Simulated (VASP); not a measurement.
BAs:

```
B As
1.0
     0.00000    2.39187    2.39187
     2.39187    0.00000    2.39187
     2.39187    2.39187    0.00000
B As
1 1
Direct
  0.00000 0.00000 0.00000
  0.25000 0.25000 0.25000
```

Base run:

- Program: VASP 6.6.1
- Functional: PBEsol
- Potentials or basis: VASP PAW PBE potentials, release 64 (B, As)
- Cutoff: 500 eV
- k mesh: 6 × 6 × 6
- Occupations: gaussian, width 0.01 eV
- Spin: no spin polarisation

Its results: band gap on the k mesh 1.18 eV, indirect (least direct gap 3.23 eV); pressure -0.5 GPa.

Q: After a change of settings the same cell gave: band gap on the k mesh 1.18 eV, indirect (least direct gap 3.23 eV); pressure -3.0 GPa. Which change was it?
A. k mesh from 6 × 6 × 6 to 6 × 6 × 6, shifted; further incar settings from ALGO = Normal; EDIFF = 1e-06; NBANDS = 11 to ALGO = Normal; EDIFF = 1e-06; NBANDS = 11; ISYM = 0
B. functional from PBEsol to r2SCAN; cutoff from 500 eV to 550 eV
C. dispersion from none to D4

A: C.

Dispersion adds attraction, which lowers the pressure at fixed volume and, as a term added to the energy, leaves the levels alone.

Caveats: the PAW data sets were made with another functional, which shifts forces and pressure a little.
